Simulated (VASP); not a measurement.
# NaCl (Fm-3m) in VASP: settings compared

The runs below take NaCl through relaxation of cell and atoms, single point, with LDA, PBE0.

All numbers are computed with VASP 6.6.1; they aren't measurements. Logs are shortened: lines on timing, memory, paths and dates and some standing lists are left out, and cuts for length are marked.

## 1. The cell of the first run

The structure is cubic, space group Fm-3m (No. 225). The conventional cell has a = 5.694 Å, b = 5.694 Å, c = 5.694 Å, α = 90.00°, β = 90.00°, γ = 90.00°. Within 3.8 Å of Na (site symmetry m-3m) lie 6 Cl at 2.85 Å. Within 3.8 Å of Cl (site symmetry m-3m) lie 6 Na at 2.85 Å.

## 2. Relaxation of cell and atoms, LDA

Contents of INCAR:

```
  PREC = Accurate
  ENCUT = 600
  EDIFF = 1E-7
  ISMEAR = -1
  SIGMA = 0.02
  LREAL = False
  LASPH = True
  NELM = 100
  ALGO = Normal
  ISIF = 3
  LWAVE = False
  LCHARG = False
  IBRION = 2
  NSW = 80
  EDIFFG = -0.005
```

Contents of KPOINTS:

```
regular mesh
0
Gamma
  8 8 8
```

Contents of POSCAR:

```
NaCl
1.0
    0.0000000000      2.8470933255      2.8470933255
    2.8470933255      0.0000000000      2.8470933255
    2.8470933255      2.8470933255      0.0000000000
Na Cl
1 1
Direct
    0.0000000000      0.0000000000      0.0000000000
    0.5000000000      0.5000000000      0.5000000000
```

Potentials or basis: VASP PAW LDA potentials, release 64 (Na_pv, Cl).

On the command line:

```console
$ cat potpaw_LDA.64/Na_pv/POTCAR potpaw_LDA.64/Cl/POTCAR > POTCAR
$ mpirun -np 1 vasp_std > vasp.out
```

OUTCAR:

```text
PREC = Accurate
   ENCUT = 600
   EDIFF = 1E-7
   ISMEAR = -1
   LREAL = False
   LASPH = True
   NELM = 100
   ISIF = 3
   IBRION = 2
   NSW = 80
   EDIFFG = -0.005

 ion  position               nearest neighbor table
   1  0.000  0.000  0.000-
   2  0.500  0.500  0.500-

  LATTYP: Found a face centered cubic cell.
 ALAT       =     5.6941866510

  Lattice vectors:

 A1 = (   0.0000000000,   2.8470933255,   2.8470933255)
 A2 = (   2.8470933255,   0.0000000000,   2.8470933255)
 A3 = (   2.8470933255,   2.8470933255,   0.0000000000)

Analysis of symmetry for initial positions (statically):
=====================================================================
 Subroutine PRICEL returns:
 Original cell was already a primitive cell.

 Routine SETGRP: Setting up the symmetry group for a
 face centered cubic supercell.

 Subroutine GETGRP returns: Found 48 space group operations
 (whereof 48 operations were pure point group operations)
 out of a pool of 48 trial point group operations.

The static configuration has the point symmetry O_h .

Analysis of symmetry for dynamics (positions and initial velocities):
=====================================================================
 Subroutine PRICEL returns:
 Original cell was already a primitive cell.

 Routine SETGRP: Setting up the symmetry group for a
 face centered cubic supercell.

 Subroutine GETGRP returns: Found 48 space group operations
 (whereof 48 operations were pure point group operations)
 out of a pool of 48 trial point group operations.

The dynamic configuration has the point symmetry O_h .

 Subroutine INISYM returns: Found 48 space group operations
 (whereof 48 operations are pure point group operations),
 and found     1 'primitive' translations

----------------------------------------------------------------------------------------

                                     Primitive cell

  volume of cell :      46.1567

  direct lattice vectors                    reciprocal lattice vectors
     0.000000000  2.847093325  2.847093325    -0.175617706  0.175617706  0.175617706
     2.847093325  0.000000000  2.847093325     0.175617706 -0.175617706  0.175617706
     2.847093325  2.847093325  0.000000000     0.175617706  0.175617706 -0.175617706

  length of vectors
     4.026397994  4.026397994  4.026397994     0.304178790  0.304178790  0.304178790

  position of ions in fractional coordinates (direct lattice)
     0.000000000  0.000000000  0.000000000
     0.500000000  0.500000000  0.500000000

  ion indices of the primitive-cell ions
   primitive index   ion index
                 1           1
[... 85 lines left out ...]
   NUPDOWN=      -1.0000    fix difference up-down
   EMIN   =  10.00;   EMAX   =-10.00  energy-range for DOS
   EFERMI =   0.00;   METHOD = LEGACY
   ISMEAR =    -1;   SIGMA  =   0.02  broadening in eV -4-tet -1-fermi 0-gaus
   EFERMI_NEDOS =   21; number of points for ismear=-14 and -15
   IALGO  =     38    algorithm
   IMIX   =      4    mixing-type and parameters
     AMIX     =   0.40;   BMIX     =  1.00
     AMIX_MAG =   1.60;   BMIX_MAG =  1.00
  volume/ion in A,a.u.               =      23.08       155.74
  Fermi-wavevector in a.u.,A,eV,Ry     =   1.099949  2.078602 16.461517  1.209887
  Thomas-Fermi vector in A             =   2.236352
   LORBIT       =      0    0 simple, 1 ext, 2 COOP (PROOUT), +10 PAW based schemes
   GGA     = CA    functional components
   LHFCALC =     F    Hartree Fock is set to
   AEXX    =    0.0000 exact exchange contribution
   IVDW    =     0    specifies the selected vdW correction
   LEPSILON=     F    determine dielectric tensor
   LRPA    =     F    only Hartree local field effects (RPA)
 conjugate gradient relaxation of ions
 non-spin polarized calculation
  energy-cutoff  :      600.00
  volume of cell :       46.16
 maximum number of plane-waves:      1572
   NGX = 17   NGY = 17   NGZ = 17

--------------------------------------- Ionic step        1  -------------------------------------------

 number of electron      14.0000006 magnetization

 Free energy of the ion-electron system (eV)
  ---------------------------------------------------
  ext. energy  EPLUGINS =         0.00000000
  ---------------------------------------------------
  free energy    TOTEN  =        -7.33460719 eV

  energy without entropy =       -7.33460719  energy(sigma->0) =       -7.33460719

------------------------ aborting loop because EDIFF is reached ----------------------------------------

  FORCE on cell =-STRESS in cart. coord.  units (eV):
  Direction    XX          YY          ZZ          XY          YZ          ZX
  --------------------------------------------------------------------------------------
  -------------------------------------------------------------------------------------
  Total       -0.8496993     -0.8496993     -0.8496993      0.0000000     -0.0000000      0.0000000
  in kB      -29.4944791    -29.4944791    -29.4944791      0.0000000     -0.0000000      0.0000000
  external PRESSURE =     -29.4944791 kB  Pullay stress =       0.0000000 kB
[... 23 lines left out ...]
--------------------------------------- Ionic step        2  -------------------------------------------

 number of electron      13.9999996 magnetization

 E-fermi :  -0.3099     XC(G=0):  -8.8662

 val. band max:       -0.7509011254   @ k =   0.0000   0.0000   0.0000
 cond. band min:       4.0759908045   @ k =   0.0000   0.0000   0.0000
 fundamental gap:      4.8268919300
 Fermi energy:        -0.3099401692

 k-point     1 :       0.0000    0.0000    0.0000
  band No.  band energies     occupation
      1     -21.4695      2.00000
      2     -21.4695      2.00000
      3     -21.4695      2.00000
      4     -13.4138      2.00000
      5      -0.7509      2.00000
      6      -0.7509      2.00000
      7      -0.7509      2.00000
      8       4.0760      0.00000
      9      10.1280      0.00000
     10      10.1280      0.00000
     11      10.1280      0.00000
[... 393 lines left out ...]
--------------------------------------- Ionic step        4  -------------------------------------------

 number of electron      14.0000003 magnetization

 Free energy of the ion-electron system (eV)
  ---------------------------------------------------
  ext. energy  EPLUGINS =         0.00000000
  ---------------------------------------------------
  free energy    TOTEN  =        -7.38989680 eV

  energy without entropy =       -7.38989680  energy(sigma->0) =       -7.38989680

 E-fermi :   0.0574     XC(G=0):  -9.1376

 val. band max:       -0.3582324766   @ k =   0.0000   0.0000   0.0000
 cond. band min:       4.7227047971   @ k =   0.0000   0.0000   0.0000
 fundamental gap:      5.0809372737
 Fermi energy:         0.0573551851

 k-point     1 :       0.0000    0.0000    0.0000
  band No.  band energies     occupation
      1     -20.9856      2.00000
      2     -20.9856      2.00000
      3     -20.9856      2.00000
      4     -13.1816      2.00000
      5      -0.3582      2.00000
      6      -0.3582      2.00000
      7      -0.3582      2.00000
      8       4.7227      0.00000
      9      10.5712      0.00000
     10      10.5712      0.00000
     11      10.5712      0.00000
[... 351 lines left out ...]
  FREE ENERGIE OF THE ION-ELECTRON SYSTEM (eV)
  ---------------------------------------------------
  free  energy   TOTEN  =        -7.3898968012 eV

  energy  without entropy=       -7.3898968012  energy(sigma->0) =       -7.38989680

 reached required accuracy - stopping structural energy minimisation
```

OSZICAR:

```text
N       E                     dE             d eps       ncg     rms          rms(c)
DAV:   1     0.990935747577E+02    0.99094E+02   -0.78293E+03   638   0.139E+03
DAV:   2     0.161977875027E+01   -0.97474E+02   -0.91400E+02   781   0.280E+02
DAV:   3    -0.734337316592E+01   -0.89632E+01   -0.88979E+01   752   0.825E+01
[... 35 lines left out ...]
DAV:   3    -0.738998996489E+01    0.66276E-03   -0.13312E-03   722   0.415E-01    0.823E-02
DAV:   4    -0.738989844077E+01    0.91524E-04   -0.45442E-05   938   0.951E-02    0.585E-03
DAV:   5    -0.738989693950E+01    0.15013E-05   -0.49787E-06   716   0.236E-02    0.321E-03
DAV:   6    -0.738989681038E+01    0.12912E-06   -0.22950E-07   618   0.774E-03    0.152E-03
DAV:   7    -0.738989680119E+01    0.91918E-08   -0.45850E-08   319   0.293E-03
   4 F= -.73898968E+01 E0= -.73898968E+01  d E =-.552896E-01
```

It took 19 s on 1 thread of Intel Xeon Platinum 8559C (Emerald Rapids), shared host; peak memory 0.16 GiB.

What came out:

```yaml
Free_energy: -7.3899 eV
Relaxed_volume: 20.40 Å³/atom
Relaxed_cell: a = 3.864 Å, b = 3.864 Å, c = 3.864 Å, α = 60.00°, β = 60.00°, γ = 60.00°
Space_group_after_relaxing_to_0.05_Å: Fm-3m (No. 225)
Energy_gained_by_relaxing: 27.6 meV/atom
Ionic_steps: 4
Pressure_after_relaxing: 0.0 GPa
Band_gap_on_the_k_mesh: 5.08 eV, direct
```

The path:
```tsv
step	energy change (eV)	largest force (eV/Å)	pressure (GPa)	volume (Å³)
1	0.0000	0.0000	-2.95	46.16
2	-0.0410	0.0000	-1.69	43.38
3	-0.0551	0.0000	-0.21	41.09
4	-0.0553	0.0000	0.01	40.79
```

Final structure:
```cif
data_structure
_symmetry_space_group_name_H-M 'P 1'
_symmetry_Int_Tables_number 1
_cell_length_a 3.8639
_cell_length_b 3.8639
_cell_length_c 3.8639
_cell_angle_alpha 60.000
_cell_angle_beta 60.000
_cell_angle_gamma 60.000
_cell_volume 40.79
loop_
_atom_site_label
_atom_site_type_symbol
_atom_site_fract_x
_atom_site_fract_y
_atom_site_fract_z
_atom_site_occupancy
Na1 Na 0.00000 0.00000 0.00000 1
Cl1 Cl 0.50000 0.50000 0.50000 1
```

Caveat: the volume moved by -12 % from the deposited cell, more than functionals usually miss. Zero-point motion and thermal expansion aren't in these numbers.

## 3. Single point, PBE0

This run uses another cell than the first one, of 22.02 Å³/atom, 0.954 times its volume.

Contents of POSCAR:

```
NaCl
1.0
    0.0000000000      2.8027320724      2.8027320724
    2.8027320724      0.0000000000      2.8027320724
    2.8027320724      2.8027320724      0.0000000000
Na Cl
1 1
Direct
    0.0000000000      0.0000000000      0.0000000000
    0.5000000000      0.5000000000      0.5000000000
```

Contents of INCAR.step1:

```
SYSTEM = NaCl
PREC = Accurate ; ENCUT = 520
EDIFF = 1E-5 ; ISMEAR = 0
SIGMA = 0.01 ; LREAL = .FALSE.
LASPH = .TRUE. ; NELM = 100
ALGO = Normal ; ISIF = 2
LWAVE = .TRUE. ; LCHARG = .FALSE.
NBANDS = 14 ; GGA = PE
```

Contents of INCAR.step2:

```
SYSTEM = NaCl
PREC = Accurate ; ENCUT = 520
EDIFF = 1E-6 ; ISMEAR = 0
SIGMA = 0.01 ; LREAL = .FALSE.
LASPH = .TRUE. ; NELM = 100
ALGO = Normal ; ISIF = 2
LWAVE = .FALSE. ; LCHARG = .FALSE.
GGA = PE ; LHFCALC = .TRUE.
AEXX = 0.25 ; PRECFOCK = Normal
NBANDS = 14 ; ISTART = 1
```

Contents of KPOINTS:

```
Automatic mesh
0
G
  6 6 6
  0 0 0
```

Potentials or basis: VASP PAW PBE potentials, release 64 (Na_pv, Cl).

On the command line:

```console
$ cat potpaw_PBE.64/Na_pv/POTCAR potpaw_PBE.64/Cl/POTCAR > POTCAR
$ cp INCAR.step1 INCAR
$ mpirun -np 1 vasp_std > vasp.out
$ cp INCAR.step2 INCAR
$ mpirun -np 1 vasp_std > vasp.out
```

It took 21 min on 1 thread of Intel Xeon Platinum 8259CL at 2.50GHz (Skylake/Cascade Lake), shared host; peak memory 0.18 GiB.

It converged, with:

| Property | Result |
| --- | --- |
| Free energy | -8.3992 eV |
| Pressure | 0.6 GPa |
| Band gap on the k mesh | 7.28 eV, direct |

Levels at points of the mesh, in eV from the valence-band top:
| k point | band 3 | band 4 | band 5 | band 6 | band 7 | band 8 | band 9 | band 10 | band 11 | band 12 |
| --- | --- | --- | --- | --- | --- | --- | --- | --- | --- | --- |
| (0.00, 0.00, 0.00) | -22.86 | -13.93 | 0.00 | 0.00 | 0.00 | 7.28 | 13.41 | 13.41 | 13.41 | 15.78 |
| (0.50, 0.00, 0.00) | -22.86 | -13.54 | -2.13 | -0.30 | -0.30 | 9.40 | 13.17 | 13.32 | 13.32 | 17.45 |
| (0.50, 0.50, 0.00) | -22.87 | -13.49 | -1.86 | -0.67 | -0.67 | 9.81 | 10.14 | 13.79 | 17.42 | 17.42 |

Caveat: the PAW data sets were made with another functional, which shifts forces and pressure a little.
